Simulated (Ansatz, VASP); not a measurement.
**Na4TiO3 in VASP and in Ansatz**

```
Na Ti O
1.0
     4.12203    0.00000    0.00000
     0.00000    4.12203    0.00000
     0.00000    0.00000    7.48338
Na Ti O
4 1 3
Cartesian
  0.0000 2.0610 3.7417
  2.0610 0.0000 3.7417
  2.0610 2.0610 1.3895
  2.0610 2.0610 6.0939
  0.0000 0.0000 0.0000
  0.0000 2.0610 0.0000
  2.0610 0.0000 0.0000
  2.0610 2.0610 3.7417
```

Alike in both runs: functional PBE; k mesh 3 × 3 × 2; occupations gaussian, width 0.15 eV; collinear spin.

Ansatz relaxed the structure, and its values are those at the end. VASP's run is a single point on that final structure, the one shown.

```csv
,VASP,Ansatz
version,VASP 6.6.1,Ansatz 0.2.0
potentials or method,"VASP PAW PBE potentials, release 64 (Na_pv, Ti_sv, O), cutoff 520 eV","scalar-relativistic, plane waves, PAW"
valence electrons in the cell,58,66
```

```csv
,VASP,Ansatz,Ansatz less VASP
pressure (GPa),0.5,0.2,-0.26
rms of the force components (eV/Å),0.004,0.002,-0.0017
net moment per atom (μB),0.00,0.00,0.000
```

With one functional, cell and mesh, what is left measures potentials, basis and numerics. VASP's potentials hold 58 valence electrons a cell and Ansatz's 66, so a difference there can come from the potentials and not from the codes. Ansatz's warnings: seeded moment not kept.

The k mesh is coarse, so the values compare programs but aren't converged.
